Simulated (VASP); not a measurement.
Wanted: the native input for a VASP 6.6.1 run.

* Task: single point
* Functional: PBE
* Potentials or basis: VASP PAW PBE potentials, release 64 (Cd, S)
* Cutoff: 520 eV
* k mesh: 7 × 7 × 4
* Occupations: fermi-dirac, width 0.01 eV
* Spin: no spin polarisation
* Dipole correction: no
* Further INCAR settings: ALGO = Normal; EDIFF = 1e-06; NBANDS = 26

The structure of CdS lies in POSCAR:

```
CdS
1.0
    4.1209703402      0.0000000000      0.0000000000
   -2.0604851701      3.5688650029      0.0000000000
    0.0000000000      0.0000000000      6.7264279250
Cd S
2 2
Direct
    0.3333333333      0.6666666667      0.0000000000
    0.6666666667      0.3333333333      0.5000000000
    0.3333333333      0.6666666667      0.3850000000
    0.6666666667      0.3333333333      0.8850000000
```

This cell differs from its parent crystal: volume scaled by 0.99.

One way to write it, as run:

INCAR

```
ALGO = Normal
EDIFF = 1E-6
ENCUT = 520
GGA = PE
ISIF = 2
ISMEAR = -1
LASPH = T
LCHARG = F
LREAL = F
LWAVE = F
NBANDS = 26
NELM = 60
PREC = Accurate
SIGMA = 0.01
```

KPOINTS

```
k-points
0
Gamma
  7 7 4
```

Potentials or basis: VASP PAW PBE potentials, release 64 (Cd, S).

The run is started by

```bash
$ cat potpaw_PBE.64/Cd/POTCAR potpaw_PBE.64/S/POTCAR > POTCAR
$ mpirun -np 1 vasp_std > vasp.out
```

Results of the run:

The pressure is 3.6 GPa, the largest force is 0.279 eV/Å and the band gap on the k mesh is 1.25 eV, direct.

It took 22 s on 1 thread of Intel(R) Xeon(R) 6975P-C (Granite Rapids) (shared host), peak memory 0.23 GiB.
